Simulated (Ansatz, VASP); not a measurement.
**SiC: VASP beside Ansatz**

```
CELL_PARAMETERS angstrom
3.09335 0.00000 0.00000
-1.54668 2.67892 0.00000
0.00000 0.00000 15.20417
ATOMIC_POSITIONS crystal
Si 0.00000 0.00000 0.99991
Si 0.33333 0.66667 0.16678
Si 0.00000 0.00000 0.33332
Si 0.66667 0.33333 0.49991
Si 0.00000 0.00000 0.66643
Si 0.33333 0.66667 0.83305
C 0.00000 0.00000 0.12519
C 0.33333 0.66667 0.29209
C 0.00000 0.00000 0.45827
C 0.66667 0.33333 0.62526
C 0.00000 0.00000 0.79141
C 0.33333 0.66667 0.95837
```

Alike in both runs: functional PBE; k mesh 12 × 12 × 2; occupations gaussian, width 0.02 eV; no spin polarisation.

Ansatz relaxed the structure, and its values are those at the end. VASP's run is a single point on that final structure, the one shown.

```csv
,VASP,Ansatz
version,VASP 6.6.1,Ansatz 0.2.0
potentials or method,"VASP PAW PBE potentials, release 64 (Si, C), cutoff 520 eV","scalar-relativistic, plane waves, PAW"
valence electrons in the cell,48,48
```

Ansatz gave:

```
gap on the k mesh at the Fermi level (eV) : 2.28
least direct gap on the mesh (eV)         : 3.53
pressure (GPa)                            : 0.0
```

Question: Estimate VASP's values.

Answer: gap on the k mesh at the Fermi level (eV): 2.28; least direct gap on the mesh (eV): 3.52; pressure (GPa): -0.1.
